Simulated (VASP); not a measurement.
# SrCo (Fm-3m) in VASP: a series of runs

SrCo is run at these levels: PBE; tasks: single point.

Everything below comes from runs of VASP 6.6.1. Logs are shortened: lines on timing, memory, paths and dates and some standing lists are left out, and cuts for length are marked.

### Step 1. The cell of the first run

The structure is cubic, space group Fm-3m (No. 225). The conventional cell has a = 5.183 Å, b = 5.183 Å, c = 5.183 Å, α = 90.00°, β = 90.00°, γ = 90.00°. Within 3.4 Å of Sr (site symmetry m-3m) lie 6 Co at 2.59 Å. Within 3.4 Å of Co (site symmetry m-3m) lie 6 Sr at 2.59 Å.

### Step 2. Single point, PBE, non-collinear spin, typed start, spin-orbit coupling

File INCAR:

```
PREC = Accurate
ENCUT = 520
EDIFF = 1E-7
ISMEAR = -1
SIGMA = 0.1
LREAL = F
LASPH = T
NELM = 150
ALGO = Normal
ISIF = 2
LWAVE = F
LCHARG = T
LNONCOLLINEAR = T
MAGMOM = 0 0 0 0 0 2
LORBIT = 11
LSORBIT = T
GGA_COMPAT = F
LORBMOM = T
LMAXMIX = 4
GGA = PE
LVHAR = T
NBANDS = 31
```

File KPOINTS:

```
regular mesh
0
Gamma
  7 7 7
```

File POSCAR:

```
SrCo
1.0
    0.0000000000      2.5913207900      2.5913207900
    2.5913207900      0.0000000000      2.5913207900
    2.5913207900      2.5913207900      0.0000000000
Sr Co
1 1
Direct
    0.0000000000      0.0000000000      0.0000000000
    0.5000000000      0.5000000000      0.5000000000
```

Potentials or basis: VASP PAW PBE potentials, release 64 (Sr_sv, Co).

Command:

```sh
$ cat potpaw_PBE.64/Sr_sv/POTCAR potpaw_PBE.64/Co/POTCAR > POTCAR
$ mpirun -np 1 vasp_ncl > vasp.out
```

OUTCAR:

```text
PREC = Accurate
   ENCUT = 520
   EDIFF = 1E-7
   ISMEAR = -1
   LREAL = F
   LASPH = T
   NELM = 150
   ISIF = 2
   LNONCOLLINEAR = T
   LORBIT = 11
   LSORBIT = T
   GGA = PE

 ion  position               nearest neighbor table
   1  0.000  0.000  0.000-   2 2.59   2 2.59   2 2.59   2 2.59   2 2.59   2 2.59
   2  0.500  0.500  0.500-   1 2.59   1 2.59   1 2.59   1 2.59   1 2.59   1 2.59

  LATTYP: Found a face centered cubic cell.
 ALAT       =     5.1826415800

  Lattice vectors:

 A1 = (   0.0000000000,   2.5913207900,   2.5913207900)
 A2 = (   2.5913207900,   0.0000000000,   2.5913207900)
 A3 = (   2.5913207900,   2.5913207900,   0.0000000000)

Analysis of symmetry for initial positions (statically):
=====================================================================
 Subroutine PRICEL returns:
 Original cell was already a primitive cell.

 Routine SETGRP: Setting up the symmetry group for a
 face centered cubic supercell.

 Subroutine GETGRP returns: Found 48 space group operations
 (whereof 48 operations were pure point group operations)
 out of a pool of 48 trial point group operations.

The static configuration has the point symmetry O_h .

Analysis of symmetry for dynamics (positions and initial velocities):
=====================================================================
 Subroutine PRICEL returns:
 Original cell was already a primitive cell.

 Routine SETGRP: Setting up the symmetry group for a
 face centered cubic supercell.

 Subroutine GETGRP returns: Found 48 space group operations
 (whereof 48 operations were pure point group operations)
 out of a pool of 48 trial point group operations.

The dynamic configuration has the point symmetry O_h .

Analysis of structural, dynamic, and magnetic symmetry:
=====================================================================
 Subroutine PRICEL returns:
 Original cell was already a primitive cell.

 Routine SETGRP: Setting up the symmetry group for a
 face centered cubic supercell.

 Subroutine GETGRP returns: Found  8 space group operations
 (whereof  8 operations were pure point group operations)
 out of a pool of 48 trial point group operations.

The overall configuration has the point symmetry C_4h.

 Subroutine INISYM returns: Found  8 space group operations
 (whereof  8 operations are pure point group operations),
 and found     1 'primitive' translations

----------------------------------------------------------------------------------------

                                     Primitive cell

  volume of cell :      34.8011

  direct lattice vectors                    reciprocal lattice vectors
     0.000000000  2.591320790  2.591320790    -0.192951796  0.192951796  0.192951796
     2.591320790  0.000000000  2.591320790     0.192951796 -0.192951796  0.192951796
     2.591320790  2.591320790  0.000000000     0.192951796  0.192951796 -0.192951796

  length of vectors
     3.664681006  3.664681006  3.664681006     0.334202314  0.334202314  0.334202314

  position of ions in fractional coordinates (direct lattice)
     0.000000000  0.000000000  0.000000000
     0.500000000  0.500000000  0.500000000

  ion indices of the primitive-cell ions
   primitive index   ion index
                 1           1
                 2           2

----------------------------------------------------------------------------------------

 KPOINTS: regular mesh

Automatic generation of k-mesh.
 Grid dimensions read from file:
 generate k-points for:    7    7    7

 Generating k-lattice:

  Cartesian coordinates                     Fractional coordinates (reciprocal lattice)
    -0.027564542  0.027564542  0.027564542     0.142857143  0.000000000  0.000000000
     0.027564542 -0.027564542  0.027564542     0.000000000  0.142857143  0.000000000
     0.027564542  0.027564542 -0.027564542     0.000000000  0.000000000  0.142857143

  Length of vectors
     0.047743188  0.047743188  0.047743188

  Shift w.r.t. Gamma in fractional coordinates (k-lattice)
     0.000000000  0.000000000  0.000000000

 Subroutine IBZKPT returns following result:
 ===========================================

 Found     52 irreducible k-points:

 Following reciprocal coordinates:
            Coordinates               Weight
  0.000000  0.000000  0.000000      1.000000
  0.142857  0.000000  0.000000      8.000000
  0.285714  0.000000  0.000000      8.000000
  0.428571  0.000000  0.000000      8.000000
  0.142857  0.142857  0.000000      2.000000
  0.000000  0.142857  0.142857      4.000000
[... 16 lines left out ...]
  0.428571  0.285714  0.000000      8.000000
  0.000000  0.428571  0.285714      8.000000
 [... further k-points ...]
[... 23 lines left out ...]
   NFREE  =      0    steps in history (QN), initial steepest desc. (CG)
   ISIF   =      2    stress and relaxation
   ISYM   =      2    0-nonsym 1-usesym 2-fastsym
   POTIM  = 0.5000    time-step for ionic-motion
   TEBEG  =    0.0;   TEEND  =   0.0 temperature during run
   PSTRESS=    0.0 pullay stress
   NELECT =      19.0000    total number of electrons
   NUPDOWN=      -1.0000    fix difference up-down
   EMIN   =  10.00;   EMAX   =-10.00  energy-range for DOS
   EFERMI =   0.00;   METHOD = LEGACY
   ISMEAR =    -1;   SIGMA  =   0.10  broadening in eV -4-tet -1-fermi 0-gaus
   EFERMI_NEDOS =   21; number of points for ismear=-14 and -15
   IALGO  =     38    algorithm
   IMIX   =      4    mixing-type and parameters
     AMIX     =   0.40;   BMIX     =  1.00
     AMIX_MAG =   1.60;   BMIX_MAG =  1.00
  volume/ion in A,a.u.               =      17.40       117.42
  Fermi-wavevector in a.u.,A,eV,Ry     =   1.338017  2.528485 24.358355  1.790289
  Thomas-Fermi vector in A             =   2.466520
   LORBIT       =     11    0 simple, 1 ext, 2 COOP (PROOUT), +10 PAW based schemes
   GGA     = PE    functional components
   LHFCALC =     F    Hartree Fock is set to
   AEXX    =    0.0000 exact exchange contribution
   IVDW    =     0    specifies the selected vdW correction
   LEPSILON=     F    determine dielectric tensor
   LRPA    =     F    only Hartree local field effects (RPA)
  energy-cutoff  :      520.00
  volume of cell :       34.80
 maximum number of plane-waves:      1900
   NGX = 13   NGY = 13   NGZ = 13

 number of electron      18.9999997 magnetization      -0.0000000     -0.0000000      0.6718111

 number of electron      18.9999997 magnetization       0.0000000      0.0000000      0.7377270

 number of electron      18.9999997 magnetization      -0.0000000      0.0000000      0.7377022

 Free energy of the ion-electron system (eV)
  ---------------------------------------------------
  ext. energy  EPLUGINS =         0.00000000
  ---------------------------------------------------
  free energy    TOTEN  =        -5.45202499 eV

  energy without entropy =       -5.35984586  energy(sigma->0) =       -5.40593542

 E-fermi :   5.9180     XC(G=0): -11.2887

 val. band max:        5.9138548309   @ k =  -0.2857   0.2857  -0.1429
 cond. band min:       5.9217623024   @ k =   0.4286  -0.4286  -0.2857
 fundamental gap:      0.0079074715
 Fermi energy:         5.9180436625

 k-point     1 :       0.0000    0.0000    0.0000
  band No.  band energies     occupation
      1     -28.0643      1.00000
      2     -28.0524      1.00000
      3     -10.6193      1.00000
      4     -10.6134      1.00000
      5      -9.4889      1.00000
      6      -9.4824      1.00000
[... 805 lines left out ...]
     30      14.8503      0.00000
     31      16.1658      0.00000

 [... further k-points ...]

------------------------ aborting loop because EDIFF is reached ----------------------------------------

  FORCE on cell =-STRESS in cart. coord.  units (eV):
  Direction    XX          YY          ZZ          XY          YZ          ZX
  --------------------------------------------------------------------------------------
  -------------------------------------------------------------------------------------
  Total        6.3071386      6.3071386      6.3059765      0.0000001      0.0000000      0.0000000
  in kB      290.3684503    290.3684503    290.3149460      0.0000029      0.0000000      0.0000000
  external PRESSURE =     290.3506156 kB  Pullay stress =       0.0000000 kB

 VOLUME and BASIS-vectors are now :
 -----------------------------------------------------------------------------
  energy-cutoff  :      520.00
  volume of cell :       34.80
      direct lattice vectors                 reciprocal lattice vectors
     0.000000000  2.591320790  2.591320790    -0.192951796  0.192951796  0.192951796
     2.591320790  0.000000000  2.591320790     0.192951796 -0.192951796  0.192951796
     2.591320790  2.591320790  0.000000000     0.192951796  0.192951796 -0.192951796

 POSITION                                       TOTAL-FORCE (eV/Angst)
 -----------------------------------------------------------------------------------
      0.00000      0.00000      0.00000        -0.000000      0.000000     -0.000000
      2.59132      2.59132      2.59132         0.000000     -0.000000      0.000000
 -----------------------------------------------------------------------------------
    total drift:                                0.000000      0.000000      0.000000

  FREE ENERGIE OF THE ION-ELECTRON SYSTEM (eV)
  ---------------------------------------------------
  free  energy   TOTEN  =        -5.4520249874 eV

  energy  without entropy=       -5.3598458573  energy(sigma->0) =       -5.40593542

 orbital moment (x)

 # of ion     p       d       tot
 ----------------------------------------
  1         0.000   0.000   0.000
  2        -0.000  -0.000  -0.000
 ----------------------------------------
           -0.000  -0.000  -0.000

 orbital moment (y)

 # of ion     p       d       tot
 ----------------------------------------
  1         0.000   0.000   0.000
  2         0.000  -0.000  -0.000
 ----------------------------------------
            0.000   0.000   0.000

 orbital moment (z)

 # of ion     p       d       tot
 ----------------------------------------
  1        -0.001   0.001  -0.000
  2        -0.000   0.098   0.098
 ----------------------------------------
           -0.002   0.100   0.098

 Spin-Orbit-Coupling matrix elements

 Ion:    1  E_soc:     -0.1821680
 l=   1
     0.0000000    -0.0302718    -0.0301997
    -0.0302718     0.0000000    -0.0302718
    -0.0301997    -0.0302718     0.0000000
 l=   2
     0.0000000    -0.0000079     0.0000000    -0.0000079    -0.0001026
    -0.0000079     0.0000000    -0.0000805    -0.0000079    -0.0000268
     0.0000000    -0.0000805     0.0000000    -0.0000805     0.0000000
    -0.0000079    -0.0000079    -0.0000805     0.0000000    -0.0000268
    -0.0001026    -0.0000268     0.0000000    -0.0000268     0.0000000
 l=   3
     0.0000000     0.0000000     0.0000000     0.0000000     0.0000000     0.0000000     0.0000000
     0.0000000     0.0000000     0.0000000     0.0000000     0.0000000     0.0000000     0.0000000
     0.0000000     0.0000000     0.0000000     0.0000000     0.0000000     0.0000000     0.0000000
     0.0000000     0.0000000     0.0000000     0.0000000     0.0000000     0.0000000     0.0000000
     0.0000000     0.0000000     0.0000000     0.0000000     0.0000000     0.0000000     0.0000000
     0.0000000     0.0000000     0.0000000     0.0000000     0.0000000     0.0000000     0.0000000
     0.0000000     0.0000000     0.0000000     0.0000000     0.0000000     0.0000000     0.0000000

 Ion:    2  E_soc:     -0.0173773
 l=   1
     0.0000000    -0.0000882    -0.0000948
    -0.0000882     0.0000000    -0.0000882
    -0.0000948    -0.0000882     0.0000000
 l=   2
     0.0000000    -0.0002713     0.0000000    -0.0002713    -0.0029132
    -0.0002713     0.0000000    -0.0017308    -0.0003530    -0.0005735
     0.0000000    -0.0017308     0.0000000    -0.0017308     0.0000000
    -0.0002713    -0.0003530    -0.0017308     0.0000000    -0.0005735
    -0.0029132    -0.0005735     0.0000000    -0.0005735     0.0000000
 l=   3
     0.0000000     0.0000000     0.0000000     0.0000000     0.0000000     0.0000000     0.0000000
     0.0000000     0.0000000     0.0000000     0.0000000     0.0000000     0.0000000     0.0000000
     0.0000000     0.0000000     0.0000000     0.0000000     0.0000000     0.0000000     0.0000000
     0.0000000     0.0000000     0.0000000     0.0000000     0.0000000     0.0000000     0.0000000
     0.0000000     0.0000000     0.0000000     0.0000000     0.0000000     0.0000000     0.0000000
     0.0000000     0.0000000     0.0000000     0.0000000     0.0000000     0.0000000     0.0000000
     0.0000000     0.0000000     0.0000000     0.0000000     0.0000000     0.0000000     0.0000000

 total charge

# of ion       s       p       d       tot
------------------------------------------
    1        2.098   5.731   0.627   8.456
    2        0.534   0.166   7.647   8.346
--------------------------------------------------
tot          2.632   5.897   8.274  16.802

 magnetization (x)

# of ion       s       p       d       tot
------------------------------------------
    1        0.000   0.000   0.000   0.000
    2        0.000   0.000   0.000   0.000
--------------------------------------------------
tot          0.000   0.000   0.000   0.000

 magnetization (y)

# of ion       s       p       d       tot
------------------------------------------
    1        0.000   0.000   0.000   0.000
    2        0.000   0.000   0.000   0.000
--------------------------------------------------
tot          0.000   0.000   0.000   0.000

 magnetization (z)

# of ion       s       p       d       tot
------------------------------------------
    1       -0.003   0.013  -0.036  -0.025
    2        0.026  -0.003   0.774   0.797
--------------------------------------------------
tot          0.023   0.010   0.738   0.772
```

Wall time 13 min (1 thread of Intel Xeon Platinum 8375C at 2.90GHz (Ice Lake), shared host); peak memory 0.29 GiB.

What came out:

```yaml
Free_energy: -5.4520 eV
Pressure: 29.0 GPa
Net_moment: 0.74 μB per cell
Valence_electrons_inside_the_program's_atomic_spheres: Sr 8.46; Co 8.35
```

Moments on the atoms (μB; x, y, z):
```
Sr   0.00  0.00 -0.03
Co   0.00  0.00  0.80
```

Caveat: the cell stands under pressure.

### Step 3. Single point, PBE, non-collinear spin, typed start, spin-orbit coupling

File INCAR:

```
SYSTEM = SrCo
ALGO = Normal ; EDIFF = 1E-7
ENCUT = 520 ; GGA = PE
GGA_COMPAT = .False. ; ISIF = 2
ISMEAR = -1 ; LASPH = .True.
LCHARG = .False. ; LMAXMIX = 4
LORBIT = 11 ; LORBMOM = .True.
LREAL = .False. ; LSORBIT = .True.
LWAVE = .False. ; MAGMOM = 0 0 0 0 0 2
NBANDS = 31 ; NELM = 150
PREC = Accurate ; SIGMA = 0.1
```

File KPOINTS:

```
k-points
0
Gamma
  7 7 7
  0 0 0
```

POSCAR is that of step 2.

Potentials or basis: VASP PAW PBE potentials, release 64 (Sr_sv, Co).

Command:

```sh
$ cat potpaw_PBE.64/Sr_sv/POTCAR potpaw_PBE.64/Co/POTCAR > POTCAR
$ mpirun -np 1 vasp_ncl > vasp.out
```

Run time: 14 min. Hardware: 1 thread of Intel Xeon Platinum 8375C at 2.90GHz (Ice Lake), shared host; peak memory 0.29 GiB.

Results (log left out):

```
Free energy                                           : -5.4520 eV
Pressure                                              : 29.0 GPa
Net moment                                            : 0.74 μB per cell
Valence electrons inside the program's atomic spheres : Sr 8.46; Co 8.35
```

Moments on the atoms (μB; x, y, z):
```
Sr   0.00  0.00 -0.03
Co   0.00  0.00  0.80
```

Caveat: the cell stands under pressure.
